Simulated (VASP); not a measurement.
Here is a VASP 6.6.1 calculation.

POSCAR

```
BN
1.0
    2.4966223845      0.0000000000      0.0000000000
   -1.2483111923      2.1621384086      0.0000000000
    0.0000000000      0.0000000000      6.4552085693
B N
2 2
Direct
    0.3333333333      0.6666666667      0.2500000000
    0.6666666667      0.3333333333      0.7500000000
    0.3333333333      0.6666666667      0.7500000000
    0.6666666667      0.3333333333      0.2500000000
```

File INCAR.step1:

```
ALGO = Normal ; EDIFF = 1E-4
ENCUT = 520 ; GGA = PE
ISMEAR = 0 ; LASPH = True
LCHARG = False ; LREAL = False
LWAVE = True ; NBANDS = 16
NELM = 60 ; PREC = Accurate
SIGMA = 0.01
```

File INCAR.step2:

```
ALGO = Normal ; EDIFF = 1E-6
ENCUT = 520 ; ISIF = 2
ISMEAR = 0 ; ISTART = 1
LASPH = True ; LCHARG = False
LMIXTAU = True ; LREAL = False
LWAVE = False ; METAGGA = R2SCAN
NBANDS = 16 ; NELM = 60
PREC = Accurate ; SIGMA = 0.01
```

The input KPOINTS:

```
k-points
0
Gamma
  10 10 4
```

Potentials or basis: VASP PAW PBE potentials, release 64 (B, N).

Command:

```sh
$ cat potpaw_PBE.64/B/POTCAR potpaw_PBE.64/N/POTCAR > POTCAR
$ cp INCAR.step1 INCAR
$ mpirun -np 1 vasp_std > vasp.out
$ cp INCAR.step2 INCAR
$ mpirun -np 1 vasp_std > vasp.out
```

Q: What does it give for the band gap on the k mesh?

A: 4.80 eV (least direct gap 5.23 eV).

Q: Predict the pressure.

A: 2.4 GPa.

Stress tensor (GPa, compression positive):
```
2.77 0.00 0.00
0.00 2.77 0.00
0.00 0.00 1.73
```

Caveat: the PAW data sets were made with another functional, which shifts forces and pressure a little. A k mesh can miss the band edges.
